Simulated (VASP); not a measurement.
# Pt (Fm-3m) in VASP: a series of runs

The runs below take Pt through single point, with revPBE+D3(BJ), PBE+D4, RPBE, r2SCAN+D4.

Everything below comes from runs of VASP 6.6.1. Logs are shortened: lines on timing, memory, paths and dates and some standing lists are left out, and cuts for length are marked.

### 1 The cell of the first run

Symmetry: Fm-3m, No. 225, cubic system. The conventional cell has a = 3.908 Å, b = 3.908 Å, c = 3.908 Å, α = 90.00°, β = 90.00°, γ = 90.00°. Within 3.6 Å of Pt (site symmetry m-3m) lie 12 Pt at 2.76 Å.

### 2 Single point, revPBE+D3(BJ)

The input, INCAR:

```
PREC = Accurate ; ENCUT = 500
EDIFF = 1E-6 ; ISMEAR = -1
SIGMA = 0.1 ; LREAL = False
LASPH = True ; NELM = 120
ALGO = Normal ; ISIF = 2
LWAVE = False ; LCHARG = False
GGA = RE ; IVDW = 12
NBANDS = 11 ; GGA_COMPAT = False
```

The input, KPOINTS:

```
Automatic mesh
0
Gamma
  12 12 12
```

The input, POSCAR:

```
Pt
1.0
    0.0000000000      1.9542094184      1.9542094184
    1.9542094184      0.0000000000      1.9542094184
    1.9542094184      1.9542094184      0.0000000000
Pt
1
Direct
    0.0000000000      0.0000000000      0.0000000000
```

Potentials or basis: VASP PAW PBE potentials, release 64 (Pt).

Launch:

```sh
cat potpaw_PBE.64/Pt/POTCAR > POTCAR
mpirun -np 1 vasp_std > vasp.out
```

OUTCAR:

```text
PREC = Accurate
   ENCUT = 500
   EDIFF = 1E-6
   ISMEAR = -1
   LREAL = False
   LASPH = True
   NELM = 120
   ISIF = 2
   GGA = RE
   IVDW = 12
 IVDW          = 12

 ion  position               nearest neighbor table
   1  0.000  0.000  0.000-

  LATTYP: Found a face centered cubic cell.
 ALAT       =     3.9084188368

  Lattice vectors:

 A1 = (   0.0000000000,   1.9542094184,   1.9542094184)
 A2 = (   1.9542094184,   0.0000000000,   1.9542094184)
 A3 = (   1.9542094184,   1.9542094184,   0.0000000000)

Analysis of symmetry for initial positions (statically):
=====================================================================
 Subroutine PRICEL returns:
 Original cell was already a primitive cell.

 Routine SETGRP: Setting up the symmetry group for a
 face centered cubic supercell.

 Subroutine GETGRP returns: Found 48 space group operations
 (whereof 48 operations were pure point group operations)
 out of a pool of 48 trial point group operations.

The static configuration has the point symmetry O_h .

Analysis of symmetry for dynamics (positions and initial velocities):
=====================================================================
 Subroutine PRICEL returns:
 Original cell was already a primitive cell.

 Routine SETGRP: Setting up the symmetry group for a
 face centered cubic supercell.

 Subroutine GETGRP returns: Found 48 space group operations
 (whereof 48 operations were pure point group operations)
 out of a pool of 48 trial point group operations.

The dynamic configuration has the point symmetry O_h .

 Subroutine INISYM returns: Found 48 space group operations
 (whereof 48 operations are pure point group operations),
 and found     1 'primitive' translations

----------------------------------------------------------------------------------------

                                     Primitive cell

  volume of cell :      14.9260

  direct lattice vectors                    reciprocal lattice vectors
     0.000000000  1.954209418  1.954209418    -0.255857942  0.255857942  0.255857942
     1.954209418  0.000000000  1.954209418     0.255857942 -0.255857942  0.255857942
     1.954209418  1.954209418  0.000000000     0.255857942  0.255857942 -0.255857942

  length of vectors
     2.763669463  2.763669463  2.763669463     0.443158955  0.443158955  0.443158955

  position of ions in fractional coordinates (direct lattice)
     0.000000000  0.000000000  0.000000000

  ion indices of the primitive-cell ions
   primitive index   ion index
                 1           1

----------------------------------------------------------------------------------------

 KPOINTS: Automatic mesh

Automatic generation of k-mesh.
 Grid dimensions read from file:
 generate k-points for:   12   12   12

 Generating k-lattice:

  Cartesian coordinates                     Fractional coordinates (reciprocal lattice)
    -0.021321495  0.021321495  0.021321495     0.083333333  0.000000000  0.000000000
     0.021321495 -0.021321495  0.021321495     0.000000000  0.083333333  0.000000000
     0.021321495  0.021321495 -0.021321495     0.000000000  0.000000000  0.083333333

  Length of vectors
     0.036929913  0.036929913  0.036929913

  Shift w.r.t. Gamma in fractional coordinates (k-lattice)
     0.000000000  0.000000000  0.000000000

 Subroutine IBZKPT returns following result:
 ===========================================

 Found     72 irreducible k-points:

 Following reciprocal coordinates:
            Coordinates               Weight
  0.000000  0.000000  0.000000      1.000000
  0.083333  0.000000  0.000000      8.000000
  0.166667  0.000000  0.000000      8.000000
  0.250000  0.000000  0.000000      8.000000
  0.333333  0.000000  0.000000      8.000000
  0.416667  0.000000  0.000000      8.000000
[... 16 lines left out ...]
  0.500000  0.166667  0.000000     24.000000
 -0.416667  0.166667  0.000000     24.000000
 [... further k-points ...]
   k-points           NKPTS =     72   k-points in BZ     NKDIM =     72   number of bands    NBANDS=     11
   number of dos      NEDOS =    301   number of ions     NIONS =      1
   total plane-waves  NPLWV =   8000
   dimension x,y,z NGX =    20 NGY =   20 NGZ =   20
   dimension x,y,z NGXF=    40 NGYF=   40 NGZF=   40
   ions per type =               1
   NGX,Y,Z   is equivalent  to a cutoff of  12.03, 12.03, 12.03 a.u.
   NGXF,Y,Z  is equivalent  to a cutoff of  24.06, 24.06, 24.06 a.u.
 SYSTEM =  unknown system
   PREC   = accura    normal or accurate (medium, high low for compatibility)
   ISTART =      0    job   : 0-new  1-cont  2-samecut
   ICHARG =      2    charge: 1-file 2-atom 10-const
   ISPIN  =      1    spin polarized calculation?
   LNONCOLLINEAR =      F non collinear calculations
   LSORBIT =      F    spin-orbit coupling
   LASPH  =      T    aspherical Exc in radial PAW
   ENCUT  =  500.0 eV  36.75 Ry    6.06 a.u.   5.04  5.04  5.04*2*pi/ulx,y,z
   NELM   =    120;   NELMIN=  2; NELMDL= -5     # of ELM steps
   EDIFF  = 0.1E-05   stopping-criterion for ELM
   LREAL  =      F    real-space projection
   EDIFFG = 0.1E-04   stopping-criterion for IOM
   NSW    =      0    number of steps for IOM
   IBRION =     -1    ionic relax: 0-MD 1-quasi-New 2-CG
   NFREE  =      0    steps in history (QN), initial steepest desc. (CG)
   ISIF   =      2    stress and relaxation
   ISYM   =      2    0-nonsym 1-usesym 2-fastsym
   POTIM  = 0.5000    time-step for ionic-motion
   TEBEG  =    0.0;   TEEND  =   0.0 temperature during run
   PSTRESS=    0.0 pullay stress
   NELECT =      10.0000    total number of electrons
   NUPDOWN=      -1.0000    fix difference up-down
   EMIN   =  10.00;   EMAX   =-10.00  energy-range for DOS
   EFERMI =   0.00;   METHOD = LEGACY
   ISMEAR =    -1;   SIGMA  =   0.10  broadening in eV -4-tet -1-fermi 0-gaus
   EFERMI_NEDOS =   21; number of points for ismear=-14 and -15
   IALGO  =     38    algorithm
   IMIX   =      4    mixing-type and parameters
     AMIX     =   0.40;   BMIX     =  1.00
     AMIX_MAG =   1.60;   BMIX_MAG =  1.00
  volume/ion in A,a.u.               =      14.93       100.73
  Fermi-wavevector in a.u.,A,eV,Ry     =   1.432497  2.707027 27.919805  2.052048
  Thomas-Fermi vector in A             =   2.552118
   LORBIT       =      0    0 simple, 1 ext, 2 COOP (PROOUT), +10 PAW based schemes
   GGA     = RE    functional components
   LHFCALC =     F    Hartree Fock is set to
   AEXX    =    0.0000 exact exchange contribution
   IVDW    =    12    specifies the selected vdW correction
   LEPSILON=     F    determine dielectric tensor
   LRPA    =     F    only Hartree local field effects (RPA)
 non-spin polarized calculation
  energy-cutoff  :      500.00
  volume of cell :       14.93
 maximum number of plane-waves:       392
   NGX =  9   NGY =  9   NGZ =  9

 number of electron      10.0000000 magnetization

 Free energy of the ion-electron system (eV)
  ---------------------------------------------------
  ext. energy  EPLUGINS =         0.00000000
  ---------------------------------------------------
  free energy    TOTEN  =        -5.56730845 eV

  energy without entropy =       -5.51665599  energy(sigma->0) =       -5.54198222

 E-fermi :  11.5566     XC(G=0): -13.5129

 val. band max:       11.5563407472   @ k =   0.4167   0.4167   0.0000
 cond. band min:      11.5616393578   @ k =   0.4167   0.2500   0.0000
 fundamental gap:      0.0052986106
 Fermi energy:        11.5565764381

 k-point     1 :       0.0000    0.0000    0.0000
  band No.  band energies     occupation
      1       1.2126      2.00000
      2       7.6841      2.00000
      3       7.6841      2.00000
      4       7.6841      2.00000
      5       9.8696      2.00000
      6       9.8696      2.00000
      7      26.1145      0.00000
      8      31.1550      0.00000
      9      31.1550      0.00000
     10      31.1550      0.00000
     11      36.5273      0.00000

 k-point     2 :       0.0833    0.0000    0.0000
  band No.  band energies     occupation
      1       1.4931      2.00000
      2       7.5608      2.00000
      3       7.7933      2.00000
      4       7.7933      2.00000
      5       9.8100      2.00000
      6       9.8100      2.00000
      7      26.5491      0.00000
      8      29.8276      0.00000
      9      31.5902      0.00000
     10      31.5902      0.00000
     11      37.9240      0.00000

 k-point     3 :       0.1667    0.0000    0.0000
  band No.  band energies     occupation
      1       2.2701      2.00000
      2       7.3154      2.00000
      3       8.0154      2.00000
      4       8.0154      2.00000
      5       9.7617      2.00000
      6       9.7617      2.00000
      7      27.4727      0.00000
      8      27.5652      0.00000
      9      32.8044      0.00000
     10      32.8044      0.00000
     11      36.6262      0.00000

 k-point     4 :       0.2500    0.0000    0.0000
  band No.  band energies     occupation
      1       3.2741      2.00000
      2       7.3281      2.00000
      3       8.0602      2.00000
      4       8.0602      2.00000
      5      10.0487      2.00000
      6      10.0487      2.00000
      7      24.8960      0.00000
      8      27.9083      0.00000
      9      34.3023      0.00000
     10      34.3023      0.00000
     11      35.1401      0.00000
[... 239 lines left out ...]
 k-point    22 :       0.4167    0.1667    0.0000
  band No.  band energies     occupation
      1       4.7917      2.00000
      2       7.0032      2.00000
      3       7.5506      2.00000
      4       8.5925      2.00000
      5      11.5052      1.25156
      6      12.0705      0.01166
      7      21.0710      0.00000
      8      27.5018      0.00000
      9      28.9841      0.00000
     10      30.8591      0.00000
     11      38.2399      0.00000

 k-point    23 :       0.5000    0.1667    0.0000
  band No.  band energies     occupation
      1       4.8722      2.00000
      2       7.0116      2.00000
      3       8.2871      2.00000
      4       8.3979      2.00000
      5      11.6355      0.62449
      6      14.0249      0.00000
      7      18.0777      0.00000
      8      26.7482      0.00000
      9      29.0515      0.00000
     10      29.4582      0.00000
     11      38.9591      0.00000

 k-point    24 :      -0.4167    0.1667    0.0000
  band No.  band energies     occupation
      1       4.9314      2.00000
      2       7.0259      2.00000
      3       8.3065      2.00000
      4       8.6039      2.00000
      5      11.2300      1.92648
      6      14.5889      0.00000
      7      17.6484      0.00000
      8      26.3890      0.00000
      9      28.4962      0.00000
     10      30.1847      0.00000
     11      38.5057      0.00000

 [... further k-points ...]

------------------------ aborting loop because EDIFF is reached ----------------------------------------

 Edisp (eV)   -1.48609

 E8    (eV) :    -1.0637

  FORCE on cell =-STRESS in cart. coord.  units (eV):
  Direction    XX          YY          ZZ          XY          YZ          ZX
  --------------------------------------------------------------------------------------
  -------------------------------------------------------------------------------------
  Total      -0.05152    -0.05152    -0.05152     0.00000    -0.00000    -0.00000
  in kB      -5.53074    -5.53074    -5.53074     0.00000    -0.00000    -0.00000
  external pressure =       -5.53 kB  Pullay stress =        0.00 kB

 VOLUME and BASIS-vectors are now :
 -----------------------------------------------------------------------------
  energy-cutoff  :      500.00
  volume of cell :       14.93
      direct lattice vectors                 reciprocal lattice vectors
     0.000000000  1.954209418  1.954209418    -0.255857942  0.255857942  0.255857942
     1.954209418  0.000000000  1.954209418     0.255857942 -0.255857942  0.255857942
     1.954209418  1.954209418  0.000000000     0.255857942  0.255857942 -0.255857942

 POSITION                                       TOTAL-FORCE (eV/Angst)
 -----------------------------------------------------------------------------------
      0.00000      0.00000      0.00000         0.000000      0.000000      0.000000
 -----------------------------------------------------------------------------------
    total drift:                                0.000000     -0.000000     -0.000000

  FREE ENERGIE OF THE ION-ELECTRON SYSTEM (eV)
  ---------------------------------------------------
  free  energy   TOTEN  =        -7.0533968517 eV

  energy  without entropy=       -7.0027443932  energy(sigma->0) =       -7.02807062
```

Wall time 11 s (1 thread of Intel Xeon Platinum 8488C (Sapphire Rapids), shared host); peak memory 0.13 GiB.

What came out:

* Free energy: -7.0534 eV
* Pressure: -0.6 GPa
* Band gap on the k mesh: zero (bands 5 and 6 overlap by 2.28 eV)
* Dispersion energy per atom: -1.486 eV

Levels at points of the mesh, in eV from the Fermi level:
| k point | band 1 | band 2 | band 3 | band 4 | band 5 | band 6 | band 7 | band 8 | band 9 | band 10 |
| --- | --- | --- | --- | --- | --- | --- | --- | --- | --- | --- |
| (0.00, 0.00, 0.00) | -10.34 | -3.87 | -3.87 | -3.87 | -1.69 | -1.69 | 14.56 | 19.60 | 19.60 | 19.60 |
| (0.50, 0.00, 0.00) | -7.45 | -3.94 | -3.94 | -0.53 | 0.02 | 0.02 | 5.92 | 14.13 | 19.03 | 19.03 |
| (0.50, 0.50, 0.00) | -7.22 | -6.75 | -0.02 | 0.48 | 0.48 | 1.75 | 8.99 | 11.41 | 11.41 | 20.25 |

Caveat: the PAW data sets were made with another functional, which shifts forces and pressure a little; spin-orbit coupling is left out, which moves the levels of the heavy elements.

### 3 Single point, PBE+D4

This run uses another cell than the first one, of 15.24 Å³/atom.

The input, INCAR:

```
SYSTEM = Pt
ALGO = Normal ; EDIFF = 1E-6
ENCUT = 500 ; GGA = PE
GGA_COMPAT = .False. ; ISIF = 2
ISMEAR = -1 ; IVDW = 13
LASPH = .True. ; LCHARG = .True.
LELF = .True. ; LREAL = .False.
LVHAR = .True. ; LWAVE = .False.
NBANDS = 11 ; NELM = 120
PREC = Accurate ; SIGMA = 0.1
```

The input, KPOINTS:

```
k-points
0
Gamma
  12 12 12
  0 0 0
```

The input, POSCAR:

```
Pt
1.0
    0.0000000000      1.9678247708      1.9678247708
    1.9678247708      0.0000000000      1.9678247708
    1.9678247708      1.9678247708      0.0000000000
Pt
1
Direct
    0.0000000000      0.0000000000      0.0000000000
```

Potentials or basis: VASP PAW PBE potentials, release 64 (Pt).

Launch:

```sh
cat potpaw_PBE.64/Pt/POTCAR > POTCAR
mpirun -np 1 vasp_std > vasp.out
```

OUTCAR:

```text
SYSTEM = Pt
   EDIFF = 1E-6
   ENCUT = 500
   GGA = PE
   ISIF = 2
   ISMEAR = -1
   IVDW = 13
   LASPH = .True.
   LREAL = .False.
   NELM = 120
   PREC = Accurate

 ion  position               nearest neighbor table
   1  0.000  0.000  0.000-

  LATTYP: Found a face centered cubic cell.
 ALAT       =     3.9356495416

  Lattice vectors:

 A1 = (   0.0000000000,   1.9678247708,   1.9678247708)
 A2 = (   1.9678247708,   0.0000000000,   1.9678247708)
 A3 = (   1.9678247708,   1.9678247708,   0.0000000000)

Analysis of symmetry for initial positions (statically):
=====================================================================
 Subroutine PRICEL returns:
 Original cell was already a primitive cell.

 Routine SETGRP: Setting up the symmetry group for a
 face centered cubic supercell.

 Subroutine GETGRP returns: Found 48 space group operations
 (whereof 48 operations were pure point group operations)
 out of a pool of 48 trial point group operations.

The static configuration has the point symmetry O_h .

Analysis of symmetry for dynamics (positions and initial velocities):
=====================================================================
[... 166 lines left out ...]
      3       7.3480      2.00000
      4       7.3480      2.00000
      5       9.4665      2.00000
      6       9.4665      2.00000
      7      25.7326      0.00000
      8      30.6390      0.00000
      9      30.6390      0.00000
     10      30.6390      0.00000
     11      35.9418      0.00000
[... 309 lines left out ...]
 k-point    24 :      -0.4167    0.1667    0.0000
  band No.  band energies     occupation
      1       4.6600      2.00000
      2       6.7190      2.00000
      3       7.9574      2.00000
      4       8.2450      2.00000
      5      10.7815      1.91855
      6      14.0799      0.00000
      7      17.0314      0.00000
      8      25.8290      0.00000
      9      27.9318      0.00000
     10      29.5223      0.00000
     11      37.8300      0.00000

 [... further k-points ...]

------------------------ aborting loop because EDIFF is reached ----------------------------------------

  DFT-D4 for vdW energy calculation

  Edisp (eV):   -0.76502

  FORCE on cell =-STRESS in cart. coord.  units (eV):
  Direction    XX          YY          ZZ          XY          YZ          ZX
  --------------------------------------------------------------------------------------
  -------------------------------------------------------------------------------------
  Total      -0.04868    -0.04868    -0.04868     0.00000     0.00000     0.00000
  in kB      -5.11738    -5.11738    -5.11738     0.00000     0.00000     0.00000
  external pressure =       -5.12 kB  Pullay stress =        0.00 kB

 VOLUME and BASIS-vectors are now :
 -----------------------------------------------------------------------------
  energy-cutoff  :      500.00
  volume of cell :       15.24
      direct lattice vectors                 reciprocal lattice vectors
     0.000000000  1.967824771  1.967824771    -0.254087664  0.254087664  0.254087664
     1.967824771  0.000000000  1.967824771     0.254087664 -0.254087664  0.254087664
     1.967824771  1.967824771  0.000000000     0.254087664  0.254087664 -0.254087664

 POSITION                                       TOTAL-FORCE (eV/Angst)
 -----------------------------------------------------------------------------------
      0.00000      0.00000      0.00000        -0.000000      0.000000     -0.000000
 -----------------------------------------------------------------------------------
    total drift:                                0.000000      0.000000      0.000000

  FREE ENERGIE OF THE ION-ELECTRON SYSTEM (eV)
  ---------------------------------------------------
  free  energy   TOTEN  =        -6.8869267744 eV

  energy  without entropy=       -6.8348916373  energy(sigma->0) =       -6.86090921
```

OSZICAR:

```text
N       E                     dE             d eps       ncg     rms          rms(c)
DAV:   1     0.376790941788E+02    0.37679E+02   -0.53360E+03  1664   0.822E+02
DAV:   2    -0.593118622607E+01   -0.43610E+02   -0.41616E+02  1815   0.171E+02
DAV:   3    -0.649237239530E+01   -0.56119E+00   -0.55814E+00  1841   0.184E+01
DAV:   4    -0.649456770385E+01   -0.21953E-02   -0.21952E-02  1824   0.135E+00
DAV:   5    -0.649458551582E+01   -0.17812E-04   -0.17812E-04  1848   0.113E-01    0.126E+01
DAV:   6    -0.616215700233E+01    0.33243E+00   -0.75524E-01  1710   0.693E+00    0.668E+00
DAV:   7    -0.612533191233E+01    0.36825E-01   -0.13913E-01  1803   0.288E+00    0.253E+00
DAV:   8    -0.612213621935E+01    0.31957E-02   -0.68706E-03  1731   0.712E-01    0.570E-01
DAV:   9    -0.612190170845E+01    0.23451E-03   -0.26130E-04  1752   0.139E-01    0.478E-02
DAV:  10    -0.612190442651E+01   -0.27181E-05   -0.59121E-06  1987   0.184E-02    0.663E-03
DAV:  11    -0.612190424817E+01    0.17834E-06   -0.33554E-08   969   0.179E-03
   1 F= -.68869268E+01 E0= -.68609092E+01  d E =-.520351E-01
```

stdout:

```text
POSCAR found type information on POSCAR Pt
 POSCAR found :  1 types and       1 ions
 scaLAPACK will be used
 LDA part: xc-table for (Slater+PW92), standard interpolation
 POSCAR, INCAR and KPOINTS ok, starting setup
 FFT: planning ... GRIDC
 FFT: planning ... GRID_SOFT
 FFT: planning ... GRID
 WAVECAR not read
 entering main loop
```

It took 9.2 s on 1 thread of Intel Xeon Platinum 8488C (Sapphire Rapids), shared host; peak memory 0.13 GiB.

Results:

- Free energy: -6.8869 eV
- Pressure: -0.5 GPa
- Band gap on the k mesh: zero (bands 5 and 6 overlap by 2.20 eV)
- Dispersion energy per atom: -0.765 eV

Caveat: spin-orbit coupling is left out, which moves the levels of the heavy elements.

(Continued in part 2 of 2.)
